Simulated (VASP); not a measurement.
The system is Ni.

```
Ni
1.0
     0.00000    1.63110    1.63110
     1.63110    0.00000    1.63110
     1.63110    1.63110    0.00000
Ni
1
Cartesian
  0.0000 0.0000 0.0000
```

Base run:

```yaml
Program: VASP 6.6.1
Functional: PBE
Dispersion: D4
Potentials_or_basis: VASP PAW PBE potentials, release 64 (Ni)
Cutoff: 520 eV
k_mesh: 13 × 13 × 13
Occupations: tetrahedron
Spin: collinear spin, ferromagnetic start
Starting_moments: "[1.0] μB"
Hubbard_terms: Ni d U = 3.5 eV
```

Its results: pressure 47.2 GPa; net moment 0.60 μB per cell; site moments Ni +0.60 μB.

Q: The run is repeated on the same cell with these changes: potentials or basis from VASP PAW PBE potentials, release 64 (Ni) to VASP PAW PBE potentials, release 64 (Ni_sv_GW); cutoff from 520 eV to 590 eV; further incar settings from ALGO = Fast; EDIFF = 1e-06; NBANDS = 15 to ALGO = Normal; EDIFF = 1e-06; NBANDS = 19; valence electrons from 10 to 18. What comes out?

A: Pressure 59.9 GPa; net moment 0.67 μB per cell; site moments Ni +0.72 μB.

Caveats: pairwise dispersion overbinds metals, which lowers pressure and volume; the U is typed as a test and isn't derived for this compound; tetrahedron occupations give inexact forces and stress in metals.
